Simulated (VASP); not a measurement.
Set up this calculation in VASP 6.6.1, as the native input.

* Task: single point
* Functional: PBE
* Potentials or basis: VASP PAW PBE potentials, release 64 (Be, S)
* Cutoff: 600 eV
* k mesh: 8 × 8 × 8
* Occupations: gaussian, width 0.02 eV
* Spin: no spin polarisation
* Dipole correction: no
* Further INCAR settings: ALGO = Normal; EDIFF = 1e-06; NBANDS = 11

The structure of BeS (v.br) lies in POSCAR:

```
BeS
1.0
    0.0000000000      2.4200000000      2.4200000000
    2.4200000000      0.0000000000      2.4200000000
    2.4200000000      2.4200000000      0.0000000000
Be S
1 1
Direct
    0.0000000000      0.0000000000      0.0000000000
    0.2500000000      0.2500000000      0.2500000000
```

One way to write it, as run:

INCAR

```
ALGO = Normal ; EDIFF = 1E-6
ENCUT = 600 ; GGA = PE
GGA_COMPAT = F ; ISIF = 2
ISMEAR = 0 ; LASPH = T
LCHARG = F ; LREAL = F
LWAVE = F ; NBANDS = 11
NELM = 120 ; PREC = Accurate
SIGMA = 0.02
```

KPOINTS

```
k-points
0
Gamma
  8 8 8
```

Potentials or basis: VASP PAW PBE potentials, release 64 (Be, S).

The run is started by

```sh
$ cat potpaw_PBE.64/Be/POTCAR potpaw_PBE.64/S/POTCAR > POTCAR
$ mpirun -np 1 vasp_std > vasp.out
```

Results of the run:

```
Pressure               : 2.2 GPa
Band gap on the k mesh : 3.10 eV, indirect (least direct gap 5.67 eV)
```

It took 5.9 s on 1 thread of AMD EPYC 9R45 96-Core Processor (Zen 5), on a shared host, peak memory 0.12 GiB.
